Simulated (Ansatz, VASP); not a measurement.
# One calculation of PC2, two programs

File INCAR:

```
  PREC = Accurate
  ENCUT = 600
  EDIFF = 1E-6
  ISMEAR = 0
  SIGMA = 0.1
  LREAL = F
  LASPH = T
  NELM = 60
  ALGO = Normal
  ISIF = 3
  LWAVE = F
  LCHARG = F
  GGA = PE
  IBRION = 2
  NSW = 90
  EDIFFG = -0.04
```

Contents of KPOINTS:

```
Automatic mesh
0
Gamma
  6 6 2
```

POSCAR

```
PC2
1.0
    3.2469088100      0.0000000000      0.0000000000
   -1.6234544000      2.8119055100      0.0000000000
    0.0000000000      0.0000000000     11.6250734400
P C
2 4
Direct
    0.0000000000      0.0000000000      0.0000000000
    0.0000000000      0.0000000000      0.5000000000
    0.3333333300      0.6666666700      0.9068564800
    0.3333333300      0.6666666700      0.5931435200
    0.6666666700      0.3333333300      0.0931435200
    0.6666666700      0.3333333300      0.4068564800
```

Input for Ansatz:

```yaml
crystal:
  lattice:
    - [3.24690881, 0.0, 0.0]
    - [-1.6234544, 2.81190551, 0.0]
    - [0.0, 0.0, 11.62507344]
  atoms:
    - { symbol: P, position: [0.0, 0.0, 0.0] }
    - { symbol: P, position: [0.0, 0.0, 0.5] }
    - { symbol: C, position: [0.33333333, 0.66666667, 0.90685648] }
    - { symbol: C, position: [0.33333333, 0.66666667, 0.59314352] }
    - { symbol: C, position: [0.66666667, 0.33333333, 0.09314352] }
    - { symbol: C, position: [0.66666667, 0.33333333, 0.40685648] }
basis:
  ecutwfc: 420
kpoints:
  mp_grid: { grid: [6, 6, 2] }
hamiltonian:
  xc: pbe
scf:
  occupations: { method: gaussian, width: 0.1 }
  lower_state_search: "off"
output:
  forces: true
  stress: true
  eigenvalues: true
relax:
  adjacent_minimum: "off"
  f_tol: 0.04
  max_steps: 70
  cell: { stress_tol: 0.4 }
```

Change from the starting cell: species swapped into the MnO2 type (P6_3/mmc, No. 194).

Alike in both runs: task relaxation of cell and atoms; functional PBE; k mesh 6 × 6 × 2; occupations gaussian, width 0.1 eV; no spin polarisation.

|  | VASP | Ansatz |
| --- | --- | --- |
| version | VASP 6.6.1 | Ansatz 0.2.0 |
| potentials or method | VASP PAW PBE potentials, release 64 (P, C), cutoff 600 eV | scalar-relativistic, plane waves, PAW |
| valence electrons in the cell | 26 | 26 |

Ansatz gave:

- gap on the k mesh at the Fermi level, each at its own relaxed structure (eV): none
- relaxed volume (Å³/atom): 8.23
- relaxed cell length with the largest relative difference (Å): 2.847

Task: Estimate VASP's values.

Result: gap on the k mesh at the Fermi level, each at its own relaxed structure (eV): none; relaxed volume (Å³/atom): 8.20; relaxed cell length with the largest relative difference (Å): 2.841.

A gap of «none» marks a metal or a gap that the smearing closes.

The k mesh is coarse, so the values compare programs but aren't converged. Noted on VASP's run: the volume moved by over 15 % at a fixed basis, so the end points are rough.
